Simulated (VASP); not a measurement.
# Si4Mo2N in VASP: notebook, part 2 of 2

VASP 6.6.1.

**3. Single point, PBE**

File INCAR:

```
SYSTEM = Si4Mo2N
ALGO     = Normal         ! electronic algorithm
DIPOL    = 0.5 0.5 0.355
EDIFF    = 1E-6           ! SCF threshold, eV
ENCUT    = 520            ! plane-wave cutoff, eV
GGA      = PE             ! functional
IDIPOL   = 3            
ISIF     = 2              ! what is computed and relaxed
ISMEAR   = 0              ! smearing method
LASPH    = .TRUE.         ! aspherical terms in the spheres
LCHARG   = .TRUE.         ! write CHGCAR
LDIPOL   = .TRUE.       
LELF     = .TRUE.         ! ELF
LREAL    = .FALSE.        ! projectors in reciprocal space
LVACPOTAV= .TRUE.       
LVHAR    = .TRUE.       
LWAVE    = .FALSE.        ! write WAVECAR
NBANDS   = 34             ! bands
NELM     = 60             ! most SCF steps
PREC     = Accurate       ! precision mode
SIGMA    = 0.1            ! smearing width, eV
```

File KPOINTS:

```
k-points
0
G
  8 8 1
  0 0 0
```

File POSCAR:

```
Si4Mo2N
1.0
    3.2169717285      0.0000000000      0.0000000000
    0.0000000000      3.2169717285      0.0000000000
    0.0000000000      0.0000000000     21.8787970046
Si Mo N
4 2 1
Direct
    0.0000000000      0.0000000000      0.1828254085
    0.0000000000      0.0000000000      0.3015081460
    0.5000000000      0.5000000000      0.3593659936
    0.5000000000      0.5000000000      0.4743769505
    0.5000000000      0.5000000000      0.2421667772
    0.0000000000      0.0000000000      0.4192862006
    0.7500000000      1.0000000000      0.5054083365
```

Potentials or basis: VASP PAW PBE potentials, release 64 (Si, Mo_sv, N).

Launch:

```
> cat potpaw_PBE.64/Si/POTCAR potpaw_PBE.64/Mo_sv/POTCAR potpaw_PBE.64/N/POTCAR > POTCAR
> mpirun -np 1 vasp_std > vasp.out
```

OUTCAR:

```text
SYSTEM = Si4Mo2N
   EDIFF = 1E-6
   ENCUT = 520
   GGA = PE
   ISIF = 2
   ISMEAR = 0
   LASPH = .TRUE.
   LREAL = .FALSE.
   NELM = 60
   PREC = Accurate

 ion  position               nearest neighbor table
   1  0.000  0.000  0.183-   2 2.60   5 2.62   5 2.62   5 2.62   5 2.62
   2  0.000  0.000  0.302-   6 2.58   1 2.60   3 2.60   3 2.60   3 2.60   3 2.60   5 2.62   5 2.62
                             5 2.62   5 2.62
   3  0.500  0.500  0.359-   4 2.52   5 2.56   2 2.60   2 2.60   2 2.60   2 2.60   6 2.63   6 2.63
                             6 2.63   6 2.63
   4  0.500  0.500  0.474-   7 1.92   7 1.92   3 2.52   6 2.57   6 2.57   6 2.57   6 2.57
   5  0.500  0.500  0.242-   3 2.56   1 2.62   1 2.62   1 2.62   1 2.62   2 2.62   2 2.62   2 2.62
                             2 2.62
   6  0.000  0.000  0.419-   7 2.05   4 2.57   4 2.57   4 2.57   4 2.57   2 2.58   3 2.63   3 2.63
                             3 2.63   3 2.63
   7  0.750  0.000  0.505-   4 1.92   4 1.92   6 2.05

  LATTYP: Found a simple tetragonal cell.
 ALAT       =     3.2169717285
 C/A-ratio  =     6.8010535532

  Lattice vectors:

 A1 = (   3.2169717285,   0.0000000000,   0.0000000000)
[... 198 lines left out ...]
  band No.  band energies     occupation
      1     -59.5066      2.00000
      2     -59.1018      2.00000
      3     -33.7818      2.00000
      4     -33.6233      2.00000
      5     -33.5390      2.00000
      6     -33.2562      2.00000
[... 877 lines left out ...]
     33       5.8938      0.00000
     34       6.0195      0.00000

 [... further k-points ...]

------------------------ aborting loop because EDIFF is reached ----------------------------------------

  FORCE on cell =-STRESS in cart. coord.  units (eV):
  Direction    XX          YY          ZZ          XY          YZ          ZX
  --------------------------------------------------------------------------------------
  -------------------------------------------------------------------------------------
  Total        2.1982468     -5.8066734      3.8674939      0.0000000      0.0000000     -3.2243258
  in kB       15.5549671    -41.0884779     27.3666912      0.0000000      0.0000000    -22.8155831
  external PRESSURE =       0.6110601 kB  Pullay stress =       0.0000000 kB

 VOLUME and BASIS-vectors are now :
 -----------------------------------------------------------------------------
  energy-cutoff  :      520.00
  volume of cell :      226.42
      direct lattice vectors                 reciprocal lattice vectors
     3.216971728  0.000000000  0.000000000     0.310851349  0.000000000  0.000000000
     0.000000000  3.216971728  0.000000000     0.000000000  0.310851349  0.000000000
     0.000000000  0.000000000 21.878797005     0.000000000  0.000000000  0.045706352

 POSITION                                       TOTAL-FORCE (eV/Angst)
 -----------------------------------------------------------------------------------
      0.00000      0.00000      4.00000        -0.004837      0.000000      0.608419
      0.00000      0.00000      6.59664         0.000057      0.000000     -0.768436
      1.60849      1.60849      7.86250        -0.094326      0.000000     -0.537006
      1.60849      1.60849     10.37880         1.230898      0.000000      2.568010
      1.60849      1.60849      5.29832         0.082057      0.000000     -0.316203
      0.00000      0.00000      9.17348         1.194915      0.000000     -1.578055
      2.41273      0.00000     11.05773        -2.408764      0.000000      0.023271
 -----------------------------------------------------------------------------------
    total drift:                               -0.000030      0.000000      0.000210

  FREE ENERGIE OF THE ION-ELECTRON SYSTEM (eV)
  ---------------------------------------------------
  free  energy   TOTEN  =       -51.3678680996 eV

  energy  without entropy=      -51.3493279879  energy(sigma->0) =      -51.35859804

 vacuum level on the upper side and lower side of the slab         7.038         5.958
```

OSZICAR:

```text
N       E                     dE             d eps       ncg     rms          rms(c)
DAV:   1     0.349953883844E+03    0.34995E+03   -0.25655E+04  2076   0.121E+03
DAV:   2    -0.337288795108E+02   -0.38368E+03   -0.37054E+03  2110   0.309E+02
DAV:   3    -0.546670591613E+02   -0.20938E+02   -0.20057E+02  2230   0.633E+01
[... 22 lines left out ...]
DAV:  26    -0.513678349362E+02   -0.18764E-04   -0.72492E-07  1460   0.321E-03    0.399E-03
DAV:  27    -0.513678578369E+02   -0.22901E-04   -0.25667E-06  1620   0.431E-03    0.239E-03
DAV:  28    -0.513678645740E+02   -0.67371E-05   -0.46347E-07  1412   0.255E-03    0.118E-03
DAV:  29    -0.513678671980E+02   -0.26239E-05   -0.15226E-07  1282   0.136E-03    0.927E-04
DAV:  30    -0.513678680996E+02   -0.90164E-06   -0.85370E-08  1220   0.922E-04
   1 F= -.51367868E+02 E0= -.51358598E+02  d E =-.185401E-01
```

stdout:

```text
POSCAR found type information on POSCAR SiMoN
 POSCAR found :  3 types and       7 ions
 scaLAPACK will be used
 LDA part: xc-table for (Slater+PW92), standard interpolation
 POSCAR, INCAR and KPOINTS ok, starting setup
 FFT: planning ... GRIDC
 FFT: planning ... GRID_SOFT
 FFT: planning ... GRID
 WAVECAR not read
 entering main loop
 -----------------------------------------------------------------------------
|                                                                             |
|           W    W    AA    RRRRR   N    N  II  N    N   GGGG   !!!           |
|           W    W   A  A   R    R  NN   N  II  NN   N  G    G  !!!           |
|           W    W  A    A  R    R  N N  N  II  N N  N  G       !!!           |
|           W WW W  AAAAAA  RRRRR   N  N N  II  N  N N  G  GGG   !            |
|           WW  WW  A    A  R   R   N   NN  II  N   NN  G    G                |
|           W    W  A    A  R    R  N    N  II  N    N   GGGG   !!!           |
|                                                                             |
|     Did not find any points to average over, which means that no vacuum     |
|     field-free region was found. Please increase the size of  your cell     |
|     in the dimension of the dipole correction to obtain accurate            |
|     workfunction values.                                                    |
|                                                                             |
 -----------------------------------------------------------------------------
```

It took 3.1 min on 1 thread of AMD EPYC 9R45 (Zen 5), shared host; peak memory 0.36 GiB.

What came out:

```
Free energy            : -51.3679 eV
Largest force          : 2.848 eV/Å
Band gap on the k mesh : zero (an odd number of electrons rules out a gap without spin polarisation)
```

Forces on the atoms (eV/Å):
```
Si  -0.005  0.000  0.608
Si   0.000  0.000 -0.768
Si  -0.094  0.000 -0.537
Si   1.231  0.000  2.568
Mo   0.082  0.000 -0.316
Mo   1.195  0.000 -1.578
N   -2.409  0.000  0.023
```
